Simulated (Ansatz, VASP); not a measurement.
## One calculation of Te2Mo, two programs

The input INCAR:

```
SYSTEM = Te2Mo
ALGO = Normal
DIPOL = 0.5 0.5 0.500
EDIFF = 1E-6
ENCUT = 520
GGA = PE
IDIPOL = 3
ISIF = 2
ISMEAR = 0
IVDW = 12
LASPH = .True.
LCHARG = .False.
LDIPOL = .True.
LREAL = .False.
LWAVE = .False.
NBANDS = 20
NELM = 80
PREC = Accurate
SIGMA = 0.02
```

Contents of KPOINTS:

```
k-points
0
Gamma
  9 9 1
  0 0 0
```

Contents of POSCAR:

```
Te2Mo
1.0
    3.4100000000      0.0000000000      0.0000000000
   -1.7050000000      2.9531466269      0.0000000000
    0.0000000000      0.0000000000     33.2698832047
Te Mo
2 1
Direct
    0.3333333333      0.6666666667      0.4434924376
    0.3333333333      0.6666666667      0.5565075624
    0.6666666667      0.3333333333      0.5000000000
```

Input for Ansatz:

```yaml
crystal:
  lattice:
    - [3.41, 0.0, 0.0]
    - [-1.705, 2.9531466269, 0.0]
    - [0.0, 0.0, 33.2698832047]
  atoms:
    - { symbol: Te, position: [0.3333333333, 0.6666666667, 0.4434924376] }
    - { symbol: Mo, position: [0.6666666667, 0.3333333333, 0.5] }
    - { symbol: Te, position: [0.3333333333, 0.6666666667, 0.5565075624] }
  periodic: [true, true, false]
basis:
  ecutwfc: 420
kpoints:
  mp_grid: { grid: [9, 9, 1] }
hamiltonian:
  xc: pbe
  pseudopotentials: { kind: paw, azcp: { folder: soft_1 } }
  dispersion: d3bj
scf:
  occupations: { method: gaussian, width: 0.02 }
output:
  forces: true
  stress: true
  eigenvalues: true
```

Alike in both runs: task single point; functional PBE; dispersion D3(BJ); k mesh 9 × 9 × 1; occupations gaussian, width 0.02 eV; no spin polarisation.

```csv
,VASP,Ansatz
version,VASP 6.6.1,Ansatz 0.2.0
potentials or method,"VASP PAW PBE potentials, release 64 (Te, Mo_sv), cutoff 520 eV","scalar-relativistic, plane waves, PAW"
valence electrons in the cell,26,46
```

Ansatz gave:

```
gap on the k mesh at the Fermi level (eV) : 1.10
least direct gap on the mesh (eV)         : 1.45
rms of the force components (eV/Å)        : 0.163
```

Problem. What did VASP give for the same quantities?

Solution. gap on the k mesh at the Fermi level (eV): 1.10; least direct gap on the mesh (eV): 1.45; rms of the force components (eV/Å): 0.158.

VASP's potentials hold 26 valence electrons a cell and Ansatz's 46, so a difference there can come from the potentials and not from the codes.

Neither program's run includes spin-orbit coupling.
